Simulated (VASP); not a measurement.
A run of VASP 6.6.1:

POSCAR

```
SnS2
1.0
    3.6607548100      0.0000000000      0.0000000000
   -1.8303774050      3.1703066624      0.0000000000
    0.0000000000      0.0000000000      5.9617808746
Sn S
1 2
Direct
    0.0000000000      0.0000000000      0.0000000000
    0.3333333333      0.6666666667      0.2455905346
    0.6666666667      0.3333333333      0.7544094654
```

The input INCAR.step1:

```
SYSTEM = SnS2
PREC = Accurate
ENCUT = 440
EDIFF = 1E-5
ISMEAR = 0
SIGMA = 0.01
LREAL = .False.
LASPH = .True.
NELM = 120
ALGO = Normal
ISIF = 2
LWAVE = .True.
LCHARG = .False.
NBANDS = 20
GGA = PE
GGA_COMPAT = .False.
KPAR = 4
```

File INCAR.step2:

```
SYSTEM = SnS2
PREC = Accurate
ENCUT = 440
EDIFF = 1E-6
ISMEAR = 0
SIGMA = 0.01
LREAL = .False.
LASPH = .True.
NELM = 120
ALGO = Normal
ISIF = 2
LWAVE = .False.
LCHARG = .False.
METAGGA = R2SCAN
LHFCALC = .True.
AEXX = 0.25
LMIXTAU = .True.
PRECFOCK = Normal
NBANDS = 20
ISTART = 1
GGA_COMPAT = .False.
KPAR = 4
```

File KPOINTS:

```
Automatic mesh
0
Gamma
  6 6 4
  0 0 0
```

Potentials or basis: VASP PAW PBE potentials, release 64 (Sn_d, S).

Run with:

```console
$ cat potpaw_PBE.64/Sn_d/POTCAR potpaw_PBE.64/S/POTCAR > POTCAR
$ cp INCAR.step1 INCAR
$ mpirun -np 4 vasp_std > vasp.out
$ cp INCAR.step2 INCAR
$ mpirun -np 4 vasp_std > vasp.out
```

Hardware: 4 MPI ranks on Oxide Virtual Turin-like Processor, on a shared host.

Question: Estimate the wall time of this run.

Answer: Wall time 30 min on 4 MPI ranks on Oxide Virtual Turin-like Processor, with other jobs on the host, peak memory 0.18 GiB a rank. Counts: k points 24.
